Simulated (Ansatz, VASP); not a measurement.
## Hf in VASP and in Ansatz

Contents of INCAR:

```
SYSTEM = Hf
ALGO     = Normal         ! electronic algorithm
EDIFF    = 1E-8           ! SCF threshold, eV
ENCUT    = 520            ! plane-wave cutoff, eV
GGA      = PS             ! functional
ISIF     = 2              ! what is computed and relaxed
ISMEAR   = -1             ! smearing method
LASPH    = .TRUE.         ! aspherical terms in the spheres
LCHARG   = .FALSE.        ! write CHGCAR
LEFG     = .TRUE.       
LREAL    = .FALSE.        ! projectors in reciprocal space
LWAVE    = .FALSE.        ! write WAVECAR
NBANDS   = 11             ! bands
NELM     = 80             ! most SCF steps
PREC     = Accurate       ! precision mode
SIGMA    = 0.03           ! smearing width, eV
```

The input KPOINTS:

```
k-points
0
G
  16 16 16
  0 0 0
```

File POSCAR:

```
Hf
1.0
    0.0000000000      2.2051002222      2.2051002222
    2.2051002222      0.0000000000      2.2051002222
    2.2051002222      2.2051002222      0.0000000000
Hf
1
Direct
    0.0000000000      0.0000000000      0.0000000000
```

Input for Ansatz:

```yaml
crystal:
  lattice:
    - [0.0, 2.2051002222, 2.2051002222]
    - [2.2051002222, 0.0, 2.2051002222]
    - [2.2051002222, 2.2051002222, 0.0]
  atoms:
    - { symbol: Hf, position: [0.0, 0.0, 0.0] }
kpoints:
  mp_grid: { grid: [16, 16, 16] }
scf:
  occupations: { method: fermi_dirac, width: 0.03 }
hamiltonian:
  xc: pbesol
  pseudopotentials: { kind: all_electron, datasets: crystal }
output:
  forces: true
  stress: true
  eigenvalues: true
  efg: { contact_densities: true }
```

Change from the starting cell: volume scaled by 0.98, crystal datasets.

Alike in both runs: task electric field gradients; functional PBEsol; k mesh 16 × 16 × 16; occupations fermi-dirac, width 0.03 eV; no spin polarisation.

|  | VASP | Ansatz |
| --- | --- | --- |
| version | VASP 6.6.1 | Ansatz 0.2.0 |
| potentials or method | VASP PAW PBE potentials, release 64 (Hf_pv), cutoff 520 eV | all-electron PAW with datasets made for the crystal, scalar-relativistic |

```csv
,VASP,Ansatz,Ansatz less VASP
pressure (GPa),0.1,0.5,+0.43
```

VASP's potentials were made for PBE, not for PBEsol. Ansatz ran all-electron here, and VASP with PAW potentials.

Spin-orbit coupling is off throughout.
